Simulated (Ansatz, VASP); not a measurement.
## SrO in VASP and in Ansatz

The input POSCAR:

```
SrO
1.0
    0.0000000000      2.5698000000      2.6725920000
    2.5698000000      0.0000000000      2.6725920000
    2.5698000000      2.5698000000      0.0000000000
Sr O
1 1
Direct
    0.0000000000      0.0000000000      0.0000000000
    0.5000000000      0.5000000000      0.5000000000
```

INCAR.step1

```
SYSTEM = SrO
  ALGO = Normal
  EDIFF = 1E-4
  ENCUT = 520
  GGA = PE
  ISMEAR = 0
  LASPH = .True.
  LCHARG = .False.
  LREAL = .False.
  LWAVE = .True.
  NBANDS = 15
  NELM = 60
  PREC = Accurate
  SIGMA = 0.05
```

The input INCAR.step2:

```
SYSTEM = SrO
  ALGO = Normal
  EDIFF = 1E-6
  ENCUT = 520
  ISIF = 2
  ISMEAR = 0
  ISTART = 1
  LASPH = .True.
  LCHARG = .False.
  LMIXTAU = .True.
  LREAL = .False.
  LWAVE = .False.
  METAGGA = R2SCAN
  NBANDS = 15
  NELM = 60
  PREC = Accurate
  SIGMA = 0.05
```

The input KPOINTS:

```
k-points
0
Gamma
  8 8 8
  0 0 0
```

Input for Ansatz:

```yaml
crystal:
  lattice:
    - [0.0, 2.5698, 2.672592]
    - [2.5698, 0.0, 2.672592]
    - [2.5698, 2.5698, 0.0]
  atoms:
    - { symbol: Sr, position: [0.0, 0.0, 0.0] }
    - { symbol: O, position: [0.5, 0.5, 0.5] }
basis:
  ecutwfc: 500
kpoints:
  mp_grid: { grid: [8, 8, 8] }
hamiltonian:
  xc: r2scan
scf:
  occupations: { method: gaussian, width: 0.05 }
output:
  forces: true
  stress: true
  eigenvalues: true
  write_density: true
  write_potential: true
  elf: true
  volumetric_format: npy
```

Change from the starting cell: strain +0.000 along x and y, +0.040 along z, atoms carried along.

Alike in both runs: task single point; functional r2SCAN; k mesh 8 × 8 × 8; occupations gaussian, width 0.05 eV; no spin polarisation.

|  | VASP | Ansatz |
| --- | --- | --- |
| version | VASP 6.6.1 | Ansatz 0.2.0 |
| potentials or method | VASP PAW PBE potentials, release 64 (Sr_sv, O), cutoff 520 eV | scalar-relativistic, plane waves, PAW |
| valence electrons in the cell | 16 | 16 |

Ansatz gave:

| Property | Result |
| --- | --- |
| gap on the k mesh at the Fermi level (eV) | 3.73 |
| least direct gap on the mesh (eV) | 3.82 |
| pressure (GPa) | -2.1 |
| traceless stress, the component that is largest in VASP (GPa) | -2.81 |

**Question.** What did VASP give for the same quantities?

**Answer.** gap on the k mesh at the Fermi level (eV): 3.68; least direct gap on the mesh (eV): 3.78; pressure (GPa): -1.7; traceless stress, the component that is largest in VASP (GPa): -2.95.

VASP's potentials were made for PBE, not for r2SCAN. The functional is the same, so the differences come from potentials, cutoffs and numerics.
